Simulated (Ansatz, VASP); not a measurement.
## Two plane-wave programs on InGa3P4

```
Ga In P
1.0
     3.97154    0.00000    0.00000
     0.00000    3.97786    5.63130
     0.00000   -3.97786    5.63130
Ga In P
3 1 4
Direct
  0.00000 0.99966 0.99966
  0.50000 0.99991 0.50032
  0.50000 0.50032 0.99991
  0.00000 0.49934 0.49934
  0.50000 0.12507 0.12507
  0.00000 0.10966 0.63005
  0.00000 0.63005 0.10966
  0.50000 0.63599 0.63599
```

Alike in both runs: task single point; functional r2SCAN; k mesh 6 × 4 × 4; no spin polarisation.

```csv
,VASP,Ansatz
version,VASP 6.6.1,Ansatz 0.2.0
potentials or method,"VASP PAW PBE potentials, release 64 (Ga_d, In_d, P)","plane waves, PAW"
plane-wave cutoff (eV),520,500
occupations,"gaussian, width 0.01 eV",fixed
valence electrons in the cell,72,72
```

|  | VASP | Ansatz | Ansatz less VASP |
| --- | --- | --- | --- |
| gap on the k mesh at the Fermi level (eV) | 1.29 | 1.31 | +0.015 |
| pressure (GPa) | -2.4 | -2.3 | +0.10 |
| rms of the force components (eV/Å) | 0.021 | 0.018 | -0.0031 |

VASP's potentials were made for PBE, not for r2SCAN. Atom by atom the forces differ by 0.004 eV/Å (rms over components).
